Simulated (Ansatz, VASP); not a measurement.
Pt: VASP beside Ansatz

The input INCAR:

```
  ALGO = Fast
  EDIFF = 1E-6
  ENCUT = 520
  GGA = PS
  ISIF = 2
  ISMEAR = 0
  LASPH = True
  LCHARG = False
  LREAL = False
  LWAVE = False
  NBANDS = 11
  NELM = 100
  PREC = Accurate
  SIGMA = 0.15
```

KPOINTS

```
k-points
0
Gamma
  24 24 24
```

POSCAR

```
Pt
1.0
   -1.7560295328      1.5887886249      1.5887886249
    1.5887886249     -1.7560295328      1.5887886249
    1.5887886249      1.5887886249     -1.7560295328
Pt
1
Direct
    0.0000000000      0.0000000000      0.0000000000
```

Input for Ansatz:

```yaml
crystal:
  lattice:
    - [-1.7560295328, 1.5887886249, 1.5887886249]
    - [1.5887886249, -1.7560295328, 1.5887886249]
    - [1.5887886249, 1.5887886249, -1.7560295328]
  atoms:
    - { symbol: Pt, position: [0.0, 0.0, 0.0] }
basis:
  ecutwfc: 420
kpoints:
  mp_grid: { grid: [24, 24, 24] }
hamiltonian:
  xc: pbesol
scf:
  occupations: { method: gaussian, width: 0.15 }
output:
  forces: true
  stress: true
  eigenvalues: true
```

Alike in both runs: task single point; functional PBEsol; k mesh 24 × 24 × 24; occupations gaussian, width 0.15 eV; no spin polarisation.

|  | VASP | Ansatz |
| --- | --- | --- |
| version | VASP 6.6.1 | Ansatz 0.2.0 |
| potentials or method | VASP PAW PBE potentials, release 64 (Pt), cutoff 520 eV | scalar-relativistic, plane waves, PAW |
| valence electrons in the cell | 10 | 18 |

```tsv
	VASP	Ansatz	Ansatz less VASP
gap on the k mesh at the Fermi level (eV)	none	none	-
pressure (GPa)	0.4	0.8	+0.40
traceless stress, the component that is largest in VASP (GPa)	21.53	21.63	+0.100
```

VASP's potentials were made for PBE, not for PBEsol. A gap of «none» marks a metal or a gap that the smearing closes. VASP's potentials hold 10 valence electrons a cell and Ansatz's 18, so a difference there can come from the potentials and not from the codes.

Spin-orbit coupling is off throughout.
